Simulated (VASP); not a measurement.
# Si3N4 (P-6m2) in VASP: notebook

The runs below take Si3N4 through single point, relaxation of cell and atoms, with PBE.

Program: VASP 6.6.1. These are calculated values, not measurements. Logs are shortened: lines on timing, memory, paths and dates and some standing lists are left out, and cuts for length are marked.

### Step 1. The cell of the first run

It takes space group P-6m2 (No. 187, hexagonal). The conventional cell has a = 5.423 Å, b = 5.423 Å, c = 2.526 Å, α = 90.00°, β = 90.00°, γ = 120.00°. Si (site symmetry mm2) has 6 N at 1.93 to 2.08 Å and 4 Si at 2.53 to 2.56 Å within 2.6 Å. Within 2.6 Å of N (site symmetry mm2) lie 4 Si at 1.93 Å and 4 N at 2.48 to 2.53 Å. N (site symmetry -6m2) has 6 Si at 2.08 Å and 8 N at 2.53 to 2.71 Å within 2.8 Å.

### Step 2. Single point, PBE (atoms taken out)

File INCAR:

```
ALGO = Normal
EDIFF = 1E-6
ENCUT = 520
GGA = PE
ISIF = 2
ISMEAR = 0
LASPH = T
LCHARG = T
LELF = T
LREAL = F
LVHAR = T
LWAVE = F
NBANDS = 25
NELM = 100
PREC = Accurate
SIGMA = 0.1
```

File KPOINTS:

```
k-points
0
Gamma
  12 12 14
```

File POSCAR:

```
Si3N4
1.0
    5.4226972738      0.0000000000      0.0000000000
   -2.7113486369      4.6961935961      0.0000000000
    0.0000000000      0.0000000000      2.5255703782
Si N
3 4
Direct
    0.8240018233      0.1759981767      0.0000000000
    0.8240018233      0.6480036466      0.0000000000
    0.3519963534      0.1759981767      0.0000000000
    0.9718225142      0.4859112571      0.5000000000
    0.0000000000      0.0000000000      0.5000000000
    0.5140887429      0.4859112571      0.5000000000
    0.5140887429      0.0281774858      0.5000000000
```

Potentials or basis: VASP PAW PBE potentials, release 64 (Si, N).

Run with:

```
> cat potpaw_PBE.64/Si/POTCAR potpaw_PBE.64/N/POTCAR > POTCAR
> mpirun -np 1 vasp_std > vasp.out
```

OUTCAR:

```text
EDIFF = 1E-6
   ENCUT = 520
   GGA = PE
   ISIF = 2
   ISMEAR = 0
   LASPH = T
   LREAL = F
   NELM = 100
   PREC = Accurate

 ion  position               nearest neighbor table
   1  0.824  0.176  0.000-   4 1.93   4 1.93   7 1.93   7 1.93   5 2.08   5 2.08   2 2.56   3 2.56
                             2 2.86   3 2.86
   2  0.824  0.648  0.000-   4 1.93   6 1.93   4 1.93   6 1.93   5 2.08   5 2.08   1 2.56   3 2.56
                             3 2.86   1 2.86
   3  0.352  0.176  0.000-   6 1.93   6 1.93   7 1.93   7 1.93   5 2.08   5 2.08   2 2.56   1 2.56
                             2 2.86   1 2.86
   4  0.972  0.486  0.500-   1 1.93   1 1.93   2 1.93   2 1.93
   5  0.000  0.000  0.500-   2 2.08   2 2.08   3 2.08   1 2.08   1 2.08   3 2.08
   6  0.514  0.486  0.500-   3 1.93   3 1.93   2 1.93   2 1.93
   7  0.514  0.028  0.500-   3 1.93   3 1.93   1 1.93   1 1.93

  LATTYP: Found a hexagonal cell.
 ALAT       =     5.4226972738
 C/A-ratio  =     0.4657406178

  Lattice vectors:

 A1 = (   5.4226972738,   0.0000000000,   0.0000000000)
 A2 = (  -2.7113486369,   4.6961935961,   0.0000000000)
 A3 = (   0.0000000000,   0.0000000000,   2.5255703782)

Analysis of symmetry for initial positions (statically):
=====================================================================
 Subroutine PRICEL returns:
 Original cell was already a primitive cell.

 Routine SETGRP: Setting up the symmetry group for a
 hexagonal supercell.

 Subroutine GETGRP returns: Found 12 space group operations
 (whereof 12 operations were pure point group operations)
 out of a pool of 24 trial point group operations.

The static configuration has the point symmetry D_3h.

Analysis of symmetry for dynamics (positions and initial velocities):
=====================================================================
 Subroutine PRICEL returns:
 Original cell was already a primitive cell.

 Routine SETGRP: Setting up the symmetry group for a
 hexagonal supercell.

 Subroutine GETGRP returns: Found 12 space group operations
 (whereof 12 operations were pure point group operations)
 out of a pool of 24 trial point group operations.

The dynamic configuration has the point symmetry D_3h.

 Subroutine INISYM returns: Found 12 space group operations
 (whereof 12 operations are pure point group operations),
 and found     1 'primitive' translations

----------------------------------------------------------------------------------------

                                     Primitive cell

  volume of cell :      64.3163

  direct lattice vectors                    reciprocal lattice vectors
     5.422697274  0.000000000  0.000000000     0.184410073  0.106469205  0.000000000
    -2.711348637  4.696193596  0.000000000     0.000000000  0.212938411  0.000000000
     0.000000000  0.000000000  2.525570378     0.000000000  0.000000000  0.395950162

  length of vectors
     5.422697274  5.422697274  2.525570378     0.212938411  0.212938411  0.395950162

  position of ions in fractional coordinates (direct lattice)
     0.824001823  0.175998177  0.000000000
     0.824001823  0.648003647  0.000000000
     0.351996353  0.175998177  0.000000000
     0.971822514  0.485911257  0.500000000
     0.000000000  0.000000000  0.500000000
     0.514088743  0.485911257  0.500000000
     0.514088743  0.028177486  0.500000000

  ion indices of the primitive-cell ions
   primitive index   ion index
                 1           1
                 2           2
                 3           3
                 4           4
                 5           5
                 6           6
                 7           7

----------------------------------------------------------------------------------------

 KPOINTS: k-points

Automatic generation of k-mesh.
 Grid dimensions read from file:
 generate k-points for:   12   12   14

 Generating k-lattice:

  Cartesian coordinates                     Fractional coordinates (reciprocal lattice)
     0.015367506  0.008872434  0.000000000     0.083333333  0.000000000  0.000000000
     0.000000000  0.017744868  0.000000000     0.000000000  0.083333333  0.000000000
     0.000000000  0.000000000  0.028282154     0.000000000  0.000000000  0.071428571

  Length of vectors
     0.017744868  0.017744868  0.028282154

  Shift w.r.t. Gamma in fractional coordinates (k-lattice)
     0.000000000  0.000000000  0.000000000

 Subroutine IBZKPT returns following result:
 ===========================================

 Found    152 irreducible k-points:

 Following reciprocal coordinates:
            Coordinates               Weight
  0.000000  0.000000  0.000000      1.000000
  0.083333  0.000000  0.000000      6.000000
  0.166667  0.000000  0.000000      6.000000
  0.250000  0.000000  0.000000      6.000000
  0.333333  0.000000  0.000000      6.000000
  0.416667  0.000000  0.000000      6.000000
[... 16 lines left out ...]
  0.250000  0.000000  0.071429     12.000000
  0.333333  0.000000  0.071429     12.000000
 [... further k-points ...]
   k-points           NKPTS =    152   k-points in BZ     NKDIM =    152   number of bands    NBANDS=     25
   number of dos      NEDOS =    301   number of ions     NIONS =      7
   total plane-waves  NPLWV =  32000
   dimension x,y,z NGX =    40 NGY =   40 NGZ =   20
   dimension x,y,z NGXF=    80 NGYF=   80 NGZF=   40
   ions per type =               3   4
   NGX,Y,Z   is equivalent  to a cutoff of  12.26, 12.26, 13.17 a.u.
   NGXF,Y,Z  is equivalent  to a cutoff of  24.53, 24.53, 26.33 a.u.
 SYSTEM =  unknown system
   PREC   = accura    normal or accurate (medium, high low for compatibility)
   ISTART =      0    job   : 0-new  1-cont  2-samecut
   ICHARG =      2    charge: 1-file 2-atom 10-const
   ISPIN  =      1    spin polarized calculation?
   LNONCOLLINEAR =      F non collinear calculations
   LSORBIT =      F    spin-orbit coupling
   LASPH  =      T    aspherical Exc in radial PAW
   ENCUT  =  520.0 eV  38.22 Ry    6.18 a.u.  10.08 10.08  4.70*2*pi/ulx,y,z
   NELM   =    100;   NELMIN=  2; NELMDL= -5     # of ELM steps
   EDIFF  = 0.1E-05   stopping-criterion for ELM
   LREAL  =      F    real-space projection
   EDIFFG = 0.1E-04   stopping-criterion for IOM
   NSW    =      0    number of steps for IOM
   IBRION =     -1    ionic relax: 0-MD 1-quasi-New 2-CG
   NFREE  =      0    steps in history (QN), initial steepest desc. (CG)
   ISIF   =      2    stress and relaxation
   ISYM   =      2    0-nonsym 1-usesym 2-fastsym
   POTIM  = 0.5000    time-step for ionic-motion
   TEBEG  =    0.0;   TEEND  =   0.0 temperature during run
   PSTRESS=    0.0 pullay stress
   NELECT =      32.0000    total number of electrons
   NUPDOWN=      -1.0000    fix difference up-down
   EMIN   =  10.00;   EMAX   =-10.00  energy-range for DOS
   EFERMI =   0.00;   METHOD = LEGACY
   ISMEAR =     0;   SIGMA  =   0.10  broadening in eV -4-tet -1-fermi 0-gaus
   EFERMI_NEDOS =   21; number of points for ismear=-14 and -15
   IALGO  =     38    algorithm
   IMIX   =      4    mixing-type and parameters
     AMIX     =   0.40;   BMIX     =  1.00
     AMIX_MAG =   1.60;   BMIX_MAG =  1.00
  volume/ion in A,a.u.               =       9.19        62.00
  Fermi-wavevector in a.u.,A,eV,Ry     =   1.297233  2.451414 22.896056  1.682813
  Thomas-Fermi vector in A             =   2.428638
   LORBIT       =      0    0 simple, 1 ext, 2 COOP (PROOUT), +10 PAW based schemes
   GGA     = PE    functional components
   LHFCALC =     F    Hartree Fock is set to
   AEXX    =    0.0000 exact exchange contribution
   IVDW    =     0    specifies the selected vdW correction
   LEPSILON=     F    determine dielectric tensor
   LRPA    =     F    only Hartree local field effects (RPA)
 non-spin polarized calculation
 Gauss-broadening in eV      SIGMA  =   0.10
  energy-cutoff  :      520.00
  volume of cell :       64.32
 maximum number of plane-waves:      1752
   NGX = 21   NGY = 21   NGZ =  9

 number of electron      32.0000006 magnetization

 Free energy of the ion-electron system (eV)
  ---------------------------------------------------
  ext. energy  EPLUGINS =         0.00000000
  ---------------------------------------------------
  free energy    TOTEN  =       -46.39012107 eV

  energy without entropy =      -46.37911581  energy(sigma->0) =      -46.38461844

 E-fermi :   9.2362     XC(G=0): -11.7733

 val. band max:        9.2343653378   @ k =   0.2500   0.0833   0.3571
 cond. band min:       9.2381859295   @ k =   0.1667   0.0000   0.3571
 fundamental gap:      0.0038205917
 Fermi energy:         9.2362474520

 k-point     1 :       0.0000    0.0000    0.0000
  band No.  band energies     occupation
      1     -10.9210      2.00000
      2      -7.6032      2.00000
      3      -7.0512      2.00000
      4      -7.0512      2.00000
      5      -1.8737      2.00000
      6      -1.8737      2.00000
[... 17 lines left out ...]
     24      18.9106      0.00000
     25      18.9106      0.00000

 k-point     2 :       0.0833    0.0000    0.0000
  band No.  band energies     occupation
      1     -10.8928      2.00000
      2      -7.7474      2.00000
      3      -7.0627      2.00000
      4      -6.9801      2.00000
      5      -1.8151      2.00000
      6      -1.7586      2.00000
[... 17 lines left out ...]
     24      18.8993      0.00000
     25      18.9410      0.00000

 k-point     3 :       0.1667    0.0000    0.0000
  band No.  band energies     occupation
      1     -10.8097      2.00000
      2      -8.0546      2.00000
      3      -7.0931      2.00000
      4      -6.8740      2.00000
      5      -1.6483      2.00000
      6      -1.4290      2.00000
[... 17 lines left out ...]
     24      18.8914      0.00000
     25      19.0199      0.00000

 k-point     4 :       0.2500    0.0000    0.0000
  band No.  band energies     occupation
      1     -10.6779      2.00000
      2      -8.4118      2.00000
      3      -7.1334      2.00000
      4      -6.8009      2.00000
      5      -1.4006      2.00000
      6      -0.9229      2.00000
[... 17 lines left out ...]
     24      18.9721      0.00000
     25      19.1132      0.00000

 k-point     5 :       0.3333    0.0000    0.0000
  band No.  band energies     occupation
      1     -10.5118      2.00000
      2      -8.7610      2.00000
      3      -7.1723      2.00000
      4      -6.7610      2.00000
      5      -1.1208      2.00000
      6      -0.2857      2.00000
[... 17 lines left out ...]
     24      18.9977      0.00000
     25      19.1756      0.00000

 k-point     6 :       0.4167    0.0000    0.0000
  band No.  band energies     occupation
      1     -10.3482      2.00000
      2      -9.0424      2.00000
      3      -7.1999      2.00000
      4      -6.7430      2.00000
      5      -0.8856      2.00000
      6       0.4334      2.00000
[... 17 lines left out ...]
     24      18.9207      0.00000
     25      19.1760      0.00000
[... 393 lines left out ...]
 k-point    21 :       0.0833    0.0000    0.0714
  band No.  band energies     occupation
      1     -10.7975      2.00000
      2      -7.6637      2.00000
      3      -6.9802      2.00000
      4      -6.8987      2.00000
      5      -1.7213      2.00000
      6      -1.6650      2.00000
[... 17 lines left out ...]
     24      19.1937      0.00000
     25      19.2443      0.00000

 k-point    22 :       0.1667    0.0000    0.0714
  band No.  band energies     occupation
      1     -10.7146      2.00000
      2      -7.9690      2.00000
      3      -7.0104      2.00000
      4      -6.7936      2.00000
      5      -1.5554      2.00000
      6      -1.3365      2.00000
[... 17 lines left out ...]
     24      19.1111      0.00000
     25      19.2788      0.00000

 k-point    23 :       0.2500    0.0000    0.0714
  band No.  band energies     occupation
      1     -10.5831      2.00000
      2      -8.3244      2.00000
      3      -7.0503      2.00000
      4      -6.7211      2.00000
      5      -1.3091      2.00000
      6      -0.8323      2.00000
[... 17 lines left out ...]
     24      19.0347      0.00000
     25      19.3008      0.00000

 k-point    24 :       0.3333    0.0000    0.0714
  band No.  band energies     occupation
      1     -10.4173      2.00000
      2      -8.6722      2.00000
      3      -7.0888      2.00000
      4      -6.6815      2.00000
      5      -1.0308      2.00000
      6      -0.1973      2.00000
[... 17 lines left out ...]
     24      19.0078      0.00000
     25      19.2042      0.00000

 [... further k-points ...]

------------------------ aborting loop because EDIFF is reached ----------------------------------------

  FORCE on cell =-STRESS in cart. coord.  units (eV):
  Direction    XX          YY          ZZ          XY          YZ          ZX
  --------------------------------------------------------------------------------------
  -------------------------------------------------------------------------------------
  Total        0.0059943      0.0059943      0.1466603     -0.0000000      0.0000000      0.0000000
  in kB        0.1493230      0.1493230      3.6534437     -0.0000000      0.0000000      0.0000000
  external PRESSURE =       1.3173632 kB  Pullay stress =       0.0000000 kB

 VOLUME and BASIS-vectors are now :
 -----------------------------------------------------------------------------
  energy-cutoff  :      520.00
  volume of cell :       64.32
      direct lattice vectors                 reciprocal lattice vectors
     5.422697274  0.000000000  0.000000000     0.184410073  0.106469205  0.000000000
    -2.711348637  4.696193596  0.000000000     0.000000000  0.212938411  0.000000000
     0.000000000  0.000000000  2.525570378     0.000000000  0.000000000  0.395950162

 POSITION                                       TOTAL-FORCE (eV/Angst)
 -----------------------------------------------------------------------------------
      3.99112      0.82652      0.00000         0.014241     -0.008222     -0.000000
      2.71135      3.04315      0.00000         0.000000      0.016444     -0.000000
      1.43158      0.82652      0.00000        -0.014241     -0.008222     -0.000000
      3.95242      2.28193      1.26279         0.007246      0.004183      0.000000
      0.00000      0.00000      1.26279         0.000000     -0.000000     -0.000000
      1.47027      2.28193      1.26279        -0.007246      0.004183      0.000000
      2.71135      0.13233      1.26279         0.000000     -0.008366      0.000000
 -----------------------------------------------------------------------------------
    total drift:                                0.000000     -0.000000     -0.000000

  FREE ENERGIE OF THE ION-ELECTRON SYSTEM (eV)
  ---------------------------------------------------
  free  energy   TOTEN  =       -46.3901210683 eV

  energy  without entropy=      -46.3791158088  energy(sigma->0) =      -46.38461844
```

Wall time 4.8 min (1 thread of Intel Xeon 8259CL, shared host); peak memory 0.3 GiB.

Results:

| Property | Result |
| --- | --- |
| Free energy | -46.3901 eV |
| Pressure | 0.1 GPa |
| Largest force | 0.016 eV/Å |
| Band gap on the k mesh | zero (bands 16 and 17 overlap by 0.54 eV) |

Forces in eV/Å, atoms in the order of the input:
```
Si   0.014 -0.008  0.000
Si   0.000  0.016  0.000
Si  -0.014 -0.008  0.000
N    0.007  0.004  0.000
N    0.000  0.000  0.000
N   -0.007  0.004  0.000
N    0.000 -0.008  0.000
```

Levels at points of the mesh, in eV from the Fermi level:
```tsv
k point	band 13	band 14	band 15	band 16	band 17	band 18	band 19	band 20
(0.00, 0.00, 0.00)	-0.91	-0.91	-0.62	-0.62	1.26	3.07	3.43	3.43
(0.50, 0.00, 0.00)	-1.88	-0.92	-0.87	-0.82	2.75	3.29	5.17	6.04
(0.00, 0.00, 0.50)	-2.27	-2.27	-2.04	-2.04	0.61	0.61	1.39	6.00
(0.50, 0.00, 0.50)	-3.07	-1.87	-1.02	-0.87	0.41	0.41	1.60	3.11
```

Caveat: the cell differs from its parent crystal (atoms taken out).

### Step 3. Relaxation of cell and atoms, PBE (atoms taken out)

File INCAR:

```
PREC = Accurate ; ENCUT = 600
EDIFF = 1E-6 ; ISMEAR = 0
SIGMA = 0.1 ; LREAL = False
LASPH = True ; NELM = 60
ALGO = Normal ; ISIF = 3
LWAVE = False ; LCHARG = False
GGA = PE ; IBRION = 2
NSW = 100 ; EDIFFG = -0.01
```

File KPOINTS:

```
Automatic mesh
0
Gamma
  12 12 14
```

File POSCAR:

```
Si3N4
1.0
    5.4253417671      0.0000000000      0.0000000000
   -2.7126708835      4.6984837945      0.0000000000
    0.0000000000      0.0000000000      2.5168895501
Si N
3 4
Direct
    0.8229361468      0.1770638532      0.0000000000
    0.8229361468      0.6458722937      0.0000000000
    0.3541277063      0.1770638532      0.0000000000
    0.9723615908      0.4861807954      0.5000000000
    0.0000000000      0.0000000000      0.5000000000
    0.5138192046      0.4861807954      0.5000000000
    0.5138192046      0.0276384092      0.5000000000
```

Potentials or basis: VASP PAW PBE potentials, release 64 (Si, N).

Run with:

```
> cat potpaw_PBE.64/Si/POTCAR potpaw_PBE.64/N/POTCAR > POTCAR
> mpirun -np 1 vasp_std > vasp.out
```

Run time: 13 min. Hardware: 1 thread of Intel Xeon 8259CL, shared host; peak memory 0.34 GiB.

Results (log left out):

```
Free energy                           : -46.3973 eV
Relaxed volume                        : 9.19 Å³/atom
Relaxed cell                          : a = 5.422 Å, b = 5.422 Å, c = 2.526 Å, α = 90.00°, β = 90.00°, γ = 120.00°
Space group after relaxing (to 0.1 Å) : P-6m2 (No. 187)
Energy gained by relaxing             : 1.1 meV/atom
Ionic steps                           : 5
Pressure after relaxing               : -0.1 GPa
Largest force after relaxing          : 0.007 eV/Å
Band gap on the k mesh                : zero (bands 16 and 17 overlap by 0.54 eV)
```

Forces in eV/Å, atoms in the order of the input:
```
Si  -0.006  0.003  0.000
Si   0.000 -0.007  0.000
Si   0.006  0.003  0.000
N   -0.001 -0.001  0.000
N    0.000  0.000  0.000
N    0.001 -0.001  0.000
N    0.000  0.001  0.000
```

Stress tensor (GPa, compression positive):
```
-0.17  0.00  0.00
 0.00 -0.17  0.00
 0.00  0.00  0.12
```

Step by step:
```
step  energy change (eV)  largest force (eV/Å)  pressure (GPa)  volume (Å³)
   1              0.0000                0.3338            0.93        64.16
   2             -0.0032                0.1568           -1.48        64.65
   3             -0.0071                0.0468           -0.48        64.44
   4             -0.0073                0.0445            0.21        64.22
   5             -0.0075                0.0066           -0.07        64.31
```

Final structure:
```yaml
crystal:
  lattice:
    - [5.42217, 0.00000, 0.00000]
    - [-2.71109, 4.69574, 0.00000]
    - [0.00000, 0.00000, 2.52590]
  atoms:
    - { symbol: Si, position: [0.82408, 0.17592, 0.00000] }
    - { symbol: Si, position: [0.82408, 0.64816, 0.00000] }
    - { symbol: Si, position: [0.35184, 0.17592, 0.00000] }
    - { symbol: N, position: [0.97192, 0.48596, 0.50000] }
    - { symbol: N, position: [0.00000, 0.00000, 0.50000] }
    - { symbol: N, position: [0.51404, 0.48596, 0.50000] }
    - { symbol: N, position: [0.51404, 0.02808, 0.50000] }
```

Levels at points of the mesh, in eV from the Fermi level:
| k point | band 12 | band 13 | band 14 | band 15 | band 16 | band 17 | band 18 | band 19 | band 20 |
| --- | --- | --- | --- | --- | --- | --- | --- | --- | --- |
| (0.00, 0.00, 0.00) | -1.34 | -0.90 | -0.90 | -0.61 | -0.61 | 1.26 | 3.07 | 3.43 | 3.43 |
| (0.50, 0.00, 0.00) | -2.35 | -1.89 | -0.92 | -0.86 | -0.82 | 2.75 | 3.29 | 5.17 | 6.04 |
| (0.00, 0.00, 0.50) | -2.36 | -2.28 | -2.28 | -2.04 | -2.04 | 0.61 | 0.61 | 1.39 | 6.01 |
| (0.50, 0.00, 0.50) | -3.79 | -3.07 | -1.87 | -1.02 | -0.87 | 0.41 | 0.41 | 1.60 | 3.11 |

Caveat: the cell differs from its parent crystal (atoms taken out).
